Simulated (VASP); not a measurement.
ZrB: single point with PBE+D4

Crystal: ZrB.

```
CELL_PARAMETERS angstrom
2.39347 -2.39348 0.00000
2.39347 2.39348 0.00000
0.00000 0.00000 2.92802
ATOMIC_POSITIONS crystal
Zr 0.00000 0.00000 0.50000
B 0.50000 0.50000 0.50000
```

```json
{
 "Program": "VASP 6.6.1",
 "Task": "single point",
 "Functional": "PBE",
 "Dispersion": "D4",
 "Potentials or basis": "VASP PAW PBE potentials, release 64 (Zr_sv, B)",
 "Cutoff": "520 eV",
 "k mesh": "10 × 10 × 7",
 "Occupations": "fermi-dirac, width 0.05 eV",
 "Spin": "no spin polarisation",
 "Dipole correction": "no",
 "Further INCAR settings": "ALGO = Normal; EDIFF = 1e-06; NBANDS = 14"
}
```

```json
{"Pressure": "0.1 GPa", "Band gap on the k mesh": "zero (an odd number of electrons rules out a gap without spin polarisation)", "Dispersion energy per atom": "-0.234 eV"}
```

Stress tensor (GPa, compression positive):
```
0.09 0.00 0.00
0.00 0.09 0.00
0.00 0.00 0.01
```

Levels at points of the mesh, in eV from the Fermi level:
| k point | band 6 | band 7 | band 8 | band 9 | band 10 | band 11 |
| --- | --- | --- | --- | --- | --- | --- |
| (0.00, 0.00, 0.00) | -1.31 | -0.67 | 2.16 | 2.16 | 3.39 | 4.71 |
| (0.50, 0.00, 0.00) | -3.88 | -1.51 | -0.89 | 2.37 | 5.04 | 5.33 |
| (0.50, 0.50, 0.00) | -0.57 | -0.57 | -0.57 | 4.00 | 4.00 | 5.45 |

It took 62 s on 1 thread of Intel Xeon 8259CL, with other jobs on the host, peak memory 0.18 GiB.
